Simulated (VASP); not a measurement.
**Be: density of states with PBE**

The system is Be.

```
Be
1.0
    -1.25312    1.25312    1.25312
     1.25312   -1.25312    1.25312
     1.25312    1.25312   -1.25312
Be
1
Cartesian
  0.0000 0.0000 0.0000
```

```
Program                 : VASP 6.6.1
Task                    : density of states
Functional              : PBE
Potentials or basis     : VASP PAW PBE potentials, release 64 (Be)
Cutoff                  : 520 eV
k mesh                  : 23 × 23 × 23
Occupations             : fermi-dirac, width 0.03 eV
Spin                    : no spin polarisation
Dipole correction       : no
k mesh for the DOS      : 35 × 35 × 35
Occupations for the DOS : tetrahedron
Further INCAR settings  : ALGO = Normal; EDIFF = 1e-06; NBANDS = 7
```

The valence electrons inside the program's atomic spheres are Be 1.17.

Levels at points of the mesh, in eV from the Fermi level:
```
           k point  band 1  band 2  band 3  band 4  band 5
(0.00, 0.00, 0.00)  -12.29   19.29   19.29   19.29   30.65
```

It took 100 s on 1 thread of AMD EPYC 7R13 (shared host), peak memory 0.2 GiB.
